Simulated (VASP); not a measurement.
Set up this calculation in VASP 6.6.1, as the native input.

```
Task                   : relaxation of cell and atoms
Functional             : PBEsol
Potentials or basis    : VASP PAW PBE potentials, release 64 (Se)
Cutoff                 : 600 eV
k mesh                 : 20 × 20 × 20
Occupations            : fermi-dirac, width 0.08 eV
Spin                   : no spin polarisation
Dipole correction      : no
Further INCAR settings : ALGO = Normal; EDIFF = 1e-07; IBRION = 2; EDIFFG = -0.005; NSW = 60; ISIF = 3
```

The structure of Se lies in POSCAR:

```
Se
1.0
   -1.7380133224      1.7380133224      1.7380133224
    1.7380133224     -1.7380133224      1.7380133224
    1.7380133224      1.7380133224     -1.7380133224
Se
1
Direct
    0.0000000000      0.0000000000      0.0000000000
```

This isn't the form of Se at room conditions, which is trigonal, of chains.

One way to write it, as run:

INCAR

```
SYSTEM = Se
  PREC = Accurate
  ENCUT = 600
  EDIFF = 1E-7
  ISMEAR = -1
  SIGMA = 0.08
  LREAL = .False.
  LASPH = .True.
  NELM = 100
  ALGO = Normal
  ISIF = 3
  LWAVE = .False.
  LCHARG = .False.
  GGA = PS
  IBRION = 2
  NSW = 60
  EDIFFG = -0.005
```

KPOINTS

```
regular mesh
0
Gamma
  20 20 20
  0 0 0
```

Potentials or basis: VASP PAW PBE potentials, release 64 (Se).

The run is started by

```bash
$ cat potpaw_PBE.64/Se/POTCAR > POTCAR
$ mpirun -np 1 vasp_std > vasp.out
```

It gave:

```yaml
Relaxed_volume: 19.31 Å³/atom
Relaxed_cell: a = 2.927 Å, b = 2.927 Å, c = 2.927 Å, α = 109.47°, β = 109.47°, γ = 109.47°
Space_group_after_relaxing_to_0.1_Å: Im-3m (No. 229)
Energy_gained_by_relaxing: 34.2 meV/atom
Ionic_steps: 3
Pressure_after_relaxing: 0.0 GPa
Band_gap_on_the_k_mesh: zero (bands 3 and 4 overlap by 7.30 eV)
```

Caveat: the PAW data sets were made with another functional, which shifts forces and pressure a little.

It took 83 s on 1 thread of Intel Xeon 8259CL, with other jobs on the host, peak memory 0.18 GiB.
